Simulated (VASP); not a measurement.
Here is a VASP 6.6.1 calculation.

The input INCAR:

```
SYSTEM = SnO
PREC     = Accurate       ! precision mode
ENCUT    = 520            ! plane-wave cutoff, eV
EDIFF    = 1E-6           ! SCF threshold, eV
ISMEAR   = 0              ! smearing method
SIGMA    = 0.05           ! smearing width, eV
LREAL    = .False.        ! projectors in reciprocal space
LASPH    = .True.         ! aspherical terms in the spheres
NELM     = 80             ! most SCF steps
ALGO     = Normal         ! electronic algorithm
ISIF     = 2              ! what is computed and relaxed
LWAVE    = .False.        ! write WAVECAR
LCHARG   = .False.        ! write CHGCAR
LDIPOL   = .True.       
IDIPOL   = 3            
DIPOL    = 0.5 0.5 0.404
GGA      = PE             ! functional
IVDW     = 12             ! dispersion correction
NBANDS   = 50             ! bands
```

File KPOINTS:

```
regular mesh
0
Gamma
  7 7 1
  0 0 0
```

Contents of POSCAR:

```
SnO
1.0
    3.8201629585      0.0000000000      0.0000000000
    0.0000000000      3.8201629585      0.0000000000
    0.0000000000      0.0000000000     22.2260830948
Sn O
4 4
Direct
    0.7500000000      0.2500000000      0.2024648239
    0.2500000000      0.7500000000      0.3087832219
    0.2500000000      1.2500000000      0.5000000000
    0.7500000000      0.7500000000      0.6063183980
    0.2500000000      0.2500000000      0.2556240229
    0.7500000000      0.7500000000      0.2556240229
    0.7500000000      1.2500000000      0.5531591990
    0.2500000000      0.7500000000      0.5531591990
```

Potentials or basis: VASP PAW PBE potentials, release 64 (Sn_d, O).

Command:

```sh
$ cat potpaw_PBE.64/Sn_d/POTCAR potpaw_PBE.64/O/POTCAR > POTCAR
$ mpirun -np 1 vasp_std > vasp.out
```

Problem. What does it give for the largest force?

Solution. 0.143 eV/Å.

Problem. Predict the band gap on the k mesh.

Solution. 2.51 eV (least direct gap 2.58 eV).

Problem. What does it give for the dispersion energy per atom?

Solution. -0.154 eV.

Forces in eV/Å, atoms in the order of the input:
```
Sn   0.000  0.000 -0.082
Sn   0.000  0.000  0.143
Sn   0.000  0.000 -0.143
Sn   0.000  0.000  0.082
O    0.000  0.000  0.007
O    0.000  0.000  0.008
O    0.000  0.000 -0.008
O    0.000  0.000 -0.007
```

Caveat: the cell differs from its parent crystal (layers slid over each other); spin-orbit coupling is left out, which moves the levels of the heavy elements.
